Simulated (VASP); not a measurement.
P: single point with PBEsol

The system is P.

```
P
1.0
     3.27675    0.00000    0.00000
    -1.63837    2.83774    0.00000
     0.00000    0.00000    3.24012
P
2
Direct
  0.33333 0.66667 0.25000
  0.66667 0.33333 0.75000
```

This cell differs from its parent crystal: volume scaled by 1.04.

```yaml
Program: VASP 6.6.1
Task: single point
Functional: PBEsol
Potentials_or_basis: VASP PAW PBE potentials, release 64 (P)
Cutoff: 520 eV
k_mesh: 13 × 13 × 11
Occupations: fermi-dirac, width 0.1 eV
Spin: no spin polarisation
Dipole_correction: no
Further_INCAR_settings: ALGO = Normal; EDIFF = 1e-06; NBANDS = 12
```

```
Pressure               : -3.2 GPa
Band gap on the k mesh : zero (band 5 reaches 10.88 eV, above the bottom of band 6 at 5.84 eV)
```

Stress tensor (GPa, compression positive):
```
-2.67  0.00  0.00
 0.00 -2.67  0.00
 0.00  0.00 -4.17
```

Levels at points of the mesh, in eV from the Fermi level:
```tsv
k point	band 3	band 4	band 5	band 6	band 7	band 8
(0.00, 0.00, 0.00)	-3.42	-1.62	-1.62	2.29	2.29	2.77
```

Wall time 14 s on 1 thread of Intel(R) Xeon(R) Platinum 8488C (Sapphire Rapids) (shared host), peak memory 0.15 GiB.

Caveat: the PAW data sets were made with another functional, which shifts forces and pressure a little.
